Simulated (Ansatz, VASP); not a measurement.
## One calculation of Ti, two programs

```
Ti
1.0
     0.00000    2.07138    2.36566
     1.97735    0.00000    2.36566
     1.97735    2.07138    0.00000
Ti
1
Cartesian
  1.9774 2.0714 2.3657
```

Alike in both runs: task single point; functional PBE; k mesh 8 × 8 × 8; occupations gaussian, width 0.1 eV; no spin polarisation.

```csv
,VASP,Ansatz
version,VASP 6.6.1,Ansatz 0.2.0
potentials or method,"VASP PAW PBE potentials, release 64 (Ti_sv), cutoff 520 eV","scalar-relativistic, plane waves, PAW"
valence electrons in the cell,12,12
```

VASP gave:

| Quantity | Value |
| --- | --- |
| gap on the k mesh at the Fermi level (eV) | none |
| pressure (GPa) | -9.9 |
| traceless stress, the component that is largest in VASP (GPa) | -3.68 |

Problem. What did Ansatz give for the same quantities?

Solution. gap on the k mesh at the Fermi level (eV): none; pressure (GPa): -9.8; traceless stress, the component that is largest in VASP (GPa): -3.70.

A gap of «none» marks a metal or a gap that the smearing closes.
